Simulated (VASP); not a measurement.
Here is a VASP 6.6.1 calculation.

INCAR

```
  PREC = Accurate
  ENCUT = 520
  EDIFF = 1E-8
  ISMEAR = -1
  SIGMA = 0.03
  LREAL = False
  LASPH = True
  NELM = 100
  ALGO = Normal
  ISIF = 2
  LWAVE = False
  LCHARG = False
  GGA = PS
  LEFG = True
  NBANDS = 12
```

File KPOINTS:

```
regular mesh
0
Gamma
  12 12 12
```

POSCAR

```
Sc
1.0
    0.0000000000      2.2705000000      2.2705000000
    2.2705000000      0.0000000000      2.2705000000
    2.2705000000      2.2705000000      0.0000000000
Sc
1
Direct
    0.0000000000      0.0000000000      0.0000000000
```

Potentials or basis: VASP PAW PBE potentials, release 64 (Sc_sv).

Launch:

```sh
$ cat potpaw_PBE.64/Sc_sv/POTCAR > POTCAR
$ mpirun -np 1 vasp_std > vasp.out
```

Task: Estimate the pressure.

Result: 0.5 GPa.

Caveat: without QUAD_EFG the Cq values of the log hold for a quadrupole moment of 1 mb, not for the nuclei; the PAW data sets were made with another functional, which shifts forces and pressure a little.
